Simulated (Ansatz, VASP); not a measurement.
**TaSiF: VASP beside Ansatz**

```
Ta Si F
1.0
     3.03199    0.00000    0.00000
     0.00000    3.03199    0.00000
     0.00000    0.00000    5.43891
Ta Si F
1 1 1
Cartesian
  0.0000 0.0000 0.0000
  0.0000 0.0000 2.7195
  1.5160 1.5160 2.7195
```

Alike in both runs: functional PBE; k mesh 6 × 6 × 4; occupations gaussian, width 0.1 eV; no spin polarisation.

Ansatz relaxed the structure, and its values are those at the end. VASP's run is a single point on that final structure, the one shown.

```csv
,VASP,Ansatz
version,VASP 6.6.1,Ansatz 0.2.0
potentials or method,"VASP PAW PBE potentials, release 64 (Ta_pv, Si, F), cutoff 520 eV","scalar-relativistic, plane waves, PAW"
valence electrons in the cell,22,24
```

Ansatz gave:

- gap on the k mesh at the Fermi level (eV): none
- pressure (GPa): 0.0

Problem. Which values does VASP return?

Solution. gap on the k mesh at the Fermi level (eV): none; pressure (GPa): -0.1.

A gap of «none» marks a metal or a gap that the smearing closes. The functional is the same, so the differences come from potentials, cutoffs and numerics. VASP's potentials hold 22 valence electrons a cell and Ansatz's 24, so a difference there can come from the potentials and not from the codes.

Neither program's run includes spin-orbit coupling.
